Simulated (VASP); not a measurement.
Er4Se:

```
Er Se
1.0
     3.48686    0.00000    0.00000
     0.00000    3.48686    0.00000
     0.00000    0.00000   11.91291
Er Se
4 1
Direct
  0.50000 0.50000 0.64279
  0.50000 0.50000 0.35721
  0.00000 0.00000 0.14775
  0.00000 0.00000 0.85225
  0.50000 0.50000 0.00000
```

The cell was generated, and may not be a known phase.

```yaml
Program: VASP 6.6.1
Task: relaxation of cell and atoms
Functional: PBE
Potentials_or_basis: VASP PAW PBE potentials, release 64 (Er_3, Se), 4f in core
Cutoff: 500 eV
k_mesh: 6 × 6 × 2
Occupations: gaussian, width 0.1 eV
Spin: no spin polarisation
```

At the start: pressure 0.6 GPa; volume 28.97 Å³/atom.

Q: How do energy, volume and symmetry change on relaxing?

A: Over 5 steps the energy falls by 2.5 meV/atom and the volume is 29.34 Å³/atom (+1.3 %); space group P4/mmm (No. 123, to 0.1 Å) before and after.

Step by step:
| step | energy change (eV) | largest force (eV/Å) | pressure (GPa) | volume (Å³) |
| --- | --- | --- | --- | --- |
| 1 | 0.0000 | 0.1576 | 0.58 | 144.84 |
| 2 | -0.0083 | 0.1159 | -0.16 | 147.04 |
| 3 | -0.0085 | 0.1184 | -0.28 | 147.41 |
| 4 | -0.0119 | 0.0675 | -0.10 | 146.99 |
| 5 | -0.0126 | 0.0343 | 0.02 | 146.72 |

Final structure:
```
Er Se
1.0
     3.52144    0.00000    0.00000
     0.00000    3.52144    0.00000
     0.00000    0.00000   11.83158
Er Se
4 1
Direct
  0.50000 0.50000 0.64433
  0.50000 0.50000 0.35567
  0.00000 0.00000 0.14947
  0.00000 0.00000 0.85053
  0.50000 0.50000 0.00000
```

Caveat: the run has no spin polarisation, though such a crystal can be magnetic.
